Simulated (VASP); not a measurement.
Here is a VASP 6.6.1 calculation.

File INCAR:

```
SYSTEM = AlN
PREC = Accurate ; ENCUT = 600
EDIFF = 1E-6 ; ISMEAR = 0
SIGMA = 0.01 ; LREAL = .FALSE.
LASPH = .TRUE. ; NELM = 120
ALGO = Normal ; ISIF = 2
LWAVE = .FALSE. ; LCHARG = .FALSE.
GGA = PE ; NBANDS = 11
GGA_COMPAT = .FALSE.
```

KPOINTS

```
Automatic mesh
0
G
  6 6 6
  0 0 0
```

Contents of POSCAR:

```
AlN
1.0
   -0.0268500000      2.1843700000      2.2115600000
    2.1890800000     -0.0060500000      2.1907600000
    2.1913000000      2.1657800000     -0.0082700000
Al N
1 1
Direct
    0.9857036396      0.0141719988      0.0195157440
    0.7724500000      0.7357500000      0.7601700000
```

Potentials or basis: VASP PAW PBE potentials, release 64 (Al, N).

Command:

```console
$ cat potpaw_PBE.64/Al/POTCAR potpaw_PBE.64/N/POTCAR > POTCAR
$ mpirun -np 1 vasp_std > vasp.out
```

(1) What does it give for the pressure?

(2) What does it give for the largest force?

(3) What does it give for the band gap on the k mesh?

Results:

(1) 3.0 GPa.

(2) 1.407 eV/Å.

(3) 3.04 eV, indirect (least direct gap 3.79 eV).

Caveat: forces of over 1 eV/Å act on the atoms, so gaps and moduli don't describe the material at rest.
